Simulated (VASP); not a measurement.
Write the native input for VASP 6.6.1 that does the following.

```
Task                   : single point
Functional             : PBE
Potentials or basis    : VASP PAW PBE potentials, release 64 (Ti_sv)
Cutoff                 : 520 eV
k mesh                 : 16 × 16 × 16
Occupations            : fermi-dirac, width 0.0612256 eV
Spin                   : no spin polarisation
Dipole correction      : no
Further INCAR settings : ALGO = Normal; EDIFF = 1e-06; NBANDS = 12
```

The structure of Ti lies in POSCAR:

```
Ti
1.0
    0.0000000000      2.0145830510      2.0145830510
    2.0145830510      0.0000000000      2.0145830510
    2.0145830510      2.0145830510      0.0000000000
Ti
1
Direct
    0.0000000000      0.0000000000      0.0000000000
```

This isn't the form of Ti at room conditions, which is hcp.

These files were run (other wordings do the same):

INCAR

```
SYSTEM = Ti
PREC = Accurate
ENCUT = 520
EDIFF = 1E-6
ISMEAR = -1
SIGMA = 0.06122561905347299
LREAL = .FALSE.
LASPH = .TRUE.
NELM = 100
ALGO = Normal
ISIF = 2
LWAVE = .FALSE.
LCHARG = .TRUE.
GGA = PE
LELF = .TRUE.
LVHAR = .TRUE.
NBANDS = 12
```

KPOINTS

```
regular mesh
0
G
  16 16 16
  0 0 0
```

Potentials or basis: VASP PAW PBE potentials, release 64 (Ti_sv).

Launch:

```sh
$ cat potpaw_PBE.64/Ti_sv/POTCAR > POTCAR
$ mpirun -np 1 vasp_std > vasp.out
```

It gave:

The pressure is 7.0 GPa and the band gap on the k mesh is zero (bands 6 and 7 overlap by 1.31 eV).

Caveat: the cell stands under pressure.

Wall time 9.8 s on 1 thread of Intel(R) Xeon(R) 6975P-C (Granite Rapids) (shared host), peak memory 0.15 GiB.
